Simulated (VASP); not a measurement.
CO2, 12 atoms in the cell. Symmetry: Pbca, No. 61, orthorhombic system. The conventional cell has a = 5.365 Å, b = 5.800 Å, c = 5.800 Å, α = 90.00°, β = 90.00°, γ = 90.00°. C (site symmetry -1) has 2 O at 1.14 Å within 1.5 Å. O (site symmetry 1) has 1 C at 1.14 Å within 1.5 Å.  This cell differs from its parent crystal: normal strain along x +0.0000, normal strain along z -0.0750.

* Program: VASP 6.6.1
* Task: single point
* Functional: PBEsol
* Potentials or basis: VASP PAW PBE potentials, release 64 (C, O)
* Cutoff: 520 eV
* k mesh: 4 × 4 × 4
* Occupations: gaussian, width 0.05 eV
* Spin: no spin polarisation
* Dipole correction: no
* Further INCAR settings: ALGO = Normal; EDIFF = 1e-06; NBANDS = 44

Potentials or basis: VASP PAW PBE potentials, release 64 (C, O).

Command:

```sh
$ cat potpaw_PBE.64/C/POTCAR potpaw_PBE.64/O/POTCAR > POTCAR
$ mpirun -np 1 vasp_std > vasp.out
```

Hardware: 1 thread of Intel(R) Xeon(R) Platinum 8488C (Sapphire Rapids), on a shared host.

Q: How long does it take, and how much memory?

A: Run time: 2.9 min on 1 thread of Intel(R) Xeon(R) Platinum 8488C (Sapphire Rapids) (shared host), peak memory 0.37 GiB. Counts: scf iterations 14, k points 27.
